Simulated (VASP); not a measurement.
Here is a VASP 6.6.1 calculation.

File INCAR:

```
SYSTEM = Ti3Al
PREC = Accurate
ENCUT = 520
EDIFF = 1E-6
ISMEAR = -1
SIGMA = 0.05
LREAL = .False.
LASPH = .True.
NELM = 60
ALGO = Normal
ISIF = 2
LWAVE = .False.
LCHARG = .False.
GGA = PS
NBANDS = 28
```

The input KPOINTS:

```
regular mesh
0
Gamma
  6 6 6
  0 0 0
```

File POSCAR:

```
Ti3Al
1.0
    0.0000000000      3.2317810000      3.2317810000
    3.2317810000      0.0000000000      3.2317810000
    3.2317810000      3.2317810000      0.0000000000
Ti Al
3 1
Direct
    0.7500000000      0.7500000000      0.7500000000
    0.2500000000      0.2500000000      0.2500000000
    0.0000000000      0.0000000000      0.0000000000
    0.5000000000      0.5000000000      0.5000000000
```

Potentials or basis: VASP PAW PBE potentials, release 64 (Ti_sv, Al).

The run is started by

```console
$ cat potpaw_PBE.64/Ti_sv/POTCAR potpaw_PBE.64/Al/POTCAR > POTCAR
$ mpirun -np 1 vasp_std > vasp.out
```

**Question.** What does it give for the pressure?

**Answer.** -5.0 GPa.

Caveat: the PAW data sets were made with another functional, which shifts forces and pressure a little.
